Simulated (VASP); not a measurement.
Write the native input for VASP 6.6.1 that does the following.

| Property | Result |
| --- | --- |
| Task | single point |
| Functional | PBEsol |
| Potentials or basis | VASP PAW PBE potentials, release 64 (O) |
| Cutoff | 520 eV |
| k mesh | 1 × 1 × 1 |
| Occupations | fermi-dirac, width 0.02 eV |
| Spin | collinear spin, ferromagnetic start |
| Starting moments | [1.0, 1.0] μB |
| Dipole correction | no |
| Further INCAR settings | ALGO = Normal; EDIFF = 1e-07; NBANDS = 17 |

The structure of O2 lies in POSCAR:

```
O
1.0
    9.0000000000      0.0000000000      0.0000000000
    0.0000000000      9.5000000000      0.0000000000
    0.0000000000      0.0000000000     10.0000000000
O
2
Direct
    0.5000000000      0.5000000000      0.4394967711
    0.5000000000      0.5000000000      0.5605032289
```

The input as run:

INCAR

```
PREC = Accurate
ENCUT = 520
EDIFF = 1E-7
ISMEAR = -1
SIGMA = 0.02
LREAL = F
LASPH = T
NELM = 150
ALGO = Normal
ISIF = 2
LWAVE = F
LCHARG = F
ISPIN = 2
MAGMOM = 1 1
LORBIT = 11
GGA = PS
NBANDS = 17
```

KPOINTS

```
regular mesh
0
Gamma
  1 1 1
```

Potentials or basis: VASP PAW PBE potentials, release 64 (O).

Command:

```sh
$ cat potpaw_PBE.64/O/POTCAR > POTCAR
$ mpirun -np 1 vasp_gam > vasp.out
```

Results of the run:

```json
{
 "Largest force": "1.377 eV/Å",
 "Gap between the frontier levels": "2.26 eV",
 "Net moment": "2.00 μB per cell",
 "Site moments": "O +0.81 μB",
 "Valence electrons inside the program's atomic spheres": "O 4.92"
}
```

Caveat: the standard files for N, O and F lose accuracy on very short bonds; the PAW data sets were made with another functional, which shifts forces and pressure a little.

Wall time 76 s on 1 thread of Intel(R) Xeon(R) 6975P-C (Granite Rapids), on a shared host, peak memory 1 GiB.
